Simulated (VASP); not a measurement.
Hf:

```
Hf
1.0
     3.19670    0.00000    0.00000
    -1.59835    2.76842    0.00000
     0.00000    0.00000    5.05780
Hf
2
Direct
  0.66667 0.33333 0.75000
  0.33333 0.66667 0.25000
```

| Property | Result |
| --- | --- |
| Program | VASP 6.6.1 |
| Task | relaxation of cell and atoms |
| Functional | BLYP |
| Dispersion | D3(BJ) |
| Potentials or basis | VASP PAW PBE potentials, release 64 (Hf_pv) |
| Cutoff | 600 eV |
| k mesh | 10 × 10 × 5 |
| Occupations | fermi-dirac, width 0.05 eV |
| Spin | no spin polarisation |

At the start: pressure -5.1 GPa; volume 22.38 Å³/atom.

**Question.** Where does the relaxation end?

**Answer.** Over 4 steps the energy falls by 17.2 meV/atom and the volume is 21.33 Å³/atom (-4.7 %); space group P6_3/mmc (No. 194, to 0.05 Å).

Step by step:
```csv
step,energy change (eV),largest force (eV/Å),pressure (GPa),volume (Å³)
1,0.0000,0.0000,-5.10,44.76
2,0.0177,0.0000,7.40,40.31
3,-0.0345,0.0000,-0.08,42.70
4,-0.0345,0.0000,0.03,42.66
```

Final structure:
```
Hf
1.0
     3.14667    0.00000    0.00000
    -1.57333    2.72509    0.00000
     0.00000    0.00000    4.97438
Hf
2
Direct
  0.66667 0.33333 0.75000
  0.33333 0.66667 0.25000
```

Caveat: the PAW data sets were made with another functional, which shifts forces and pressure a little; pairwise dispersion overbinds metals, which lowers pressure and volume.
